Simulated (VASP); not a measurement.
Set up this calculation in VASP 6.6.1, as the native input.

| Item | Value |
| --- | --- |
| Task | relaxation of cell and atoms |
| Functional | LDA |
| Potentials or basis | VASP PAW LDA potentials, release 64 (Se) |
| Cutoff | 600 eV |
| k mesh | 16 × 16 × 9 |
| Occupations | fermi-dirac, width 0.05 eV |
| Spin | no spin polarisation |
| Target pressure | 72 GPa |
| Dipole correction | no |
| Further INCAR settings | ALGO = Normal; EDIFF = 1e-07; IBRION = 2; EDIFFG = -0.005; NSW = 32; ISIF = 3 |

The structure of Se lies in POSCAR:

```
Se
1.0
    2.7838163257      0.0000000000      0.0000000000
   -1.3919081629      2.4108556575      0.0000000000
    0.0000000000      0.0000000000      3.9460952051
Se
2
Direct
    0.3333333333      0.6666666667      0.2500000000
    0.6666666667      0.3333333333      0.7500000000
```

This isn't the form of Se at room conditions, which is trigonal, of chains.

These files were run (other wordings do the same):

INCAR

```
ALGO     = Normal         # electronic algorithm
EDIFF    = 1E-7           # SCF threshold, eV
EDIFFG   = -0.005         # ionic threshold
ENCUT    = 600            # plane-wave cutoff, eV
IBRION   = 2              # ionic algorithm
ISIF     = 3              # what is computed and relaxed
ISMEAR   = -1             # smearing method
LASPH    = T              # aspherical terms in the spheres
LCHARG   = F              # write CHGCAR
LREAL    = F              # projectors in reciprocal space
LWAVE    = F              # write WAVECAR
NELM     = 100            # most SCF steps
NSW      = 32             # ionic steps
PREC     = Accurate       # precision mode
PSTRESS  = 720.0        
SIGMA    = 0.05           # smearing width, eV
```

KPOINTS

```
k-points
0
Gamma
  16 16 9
```

Potentials or basis: VASP PAW LDA potentials, release 64 (Se).

Run with:

```bash
$ cat potpaw_LDA.64/Se/POTCAR > POTCAR
$ mpirun -np 1 vasp_std > vasp.out
```

It gave:

- Relaxed volume: 13.28 Å³/atom
- Relaxed cell: a = 2.786 Å, b = 2.786 Å, c = 3.952 Å, α = 90.00°, β = 90.00°, γ = 120.00°
- Space group after relaxing (to 0.1 Å): P6_3/mmc (No. 194)
- Energy change on relaxing (the run minimises the enthalpy): -19.4 meV/atom
- Ionic steps: 5
- Pressure after relaxing: 72.0 GPa
- Band gap on the k mesh: zero (bands 6 and 7 overlap by 7.19 eV)

Caveat: the cell is relaxed towards a set pressure, so the run minimises the enthalpy, not the energy.

Wall time 120 s on 1 thread of Oxide Virtual Turin-like Processor, with other jobs on the host, peak memory 0.14 GiB.
